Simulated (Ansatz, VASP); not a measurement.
Al8H: VASP beside Ansatz

```
Al H
1.0
     5.71430    0.00000    0.00000
     0.00000    8.08124    0.00000
     0.00000    0.00000   22.24380
Al H
16 2
Cartesian
  1.4286 2.0203 4.0000
  1.4286 6.0609 4.0000
  4.2857 2.0203 4.0000
  4.2857 6.0609 4.0000
  0.0000 0.0000 5.4286
  0.0000 4.0406 5.4286
  2.8572 0.0000 5.4286
  2.8572 4.0406 5.4286
  1.4286 2.0203 6.9016
  1.4286 6.0609 6.9016
  4.2857 2.0203 6.9016
  4.2857 6.0609 6.9016
  0.0000 0.0000 8.2438
  0.0000 4.0406 8.2438
  2.8572 0.0000 8.2438
  2.8572 4.0406 8.2438
  4.2857 -0.7475 9.9738
  4.2857 0.7475 9.9738
```

Alike in both runs: task single point; functional PBE; k mesh 5 × 4 × 1; occupations gaussian, width 0.1 eV; no spin polarisation.

```csv
,VASP,Ansatz
version,VASP 6.6.1,Ansatz 0.2.0
potentials or method,"VASP PAW PBE potentials, release 64 (Al, H), cutoff 520 eV","scalar-relativistic, plane waves, PAW"
valence electrons in the cell,50,50
```

|  | VASP | Ansatz | Ansatz less VASP |
| --- | --- | --- | --- |
| gap on the k mesh at the Fermi level (eV) | none | none | - |
| rms of the force components (eV/Å) | 0.333 | 0.332 | -0.0006 |

Atom by atom the forces differ by 0.001 eV/Å (rms over components). A gap of «none» marks a metal or a gap that the smearing closes. The functional is the same, so the differences come from potentials, cutoffs and numerics.
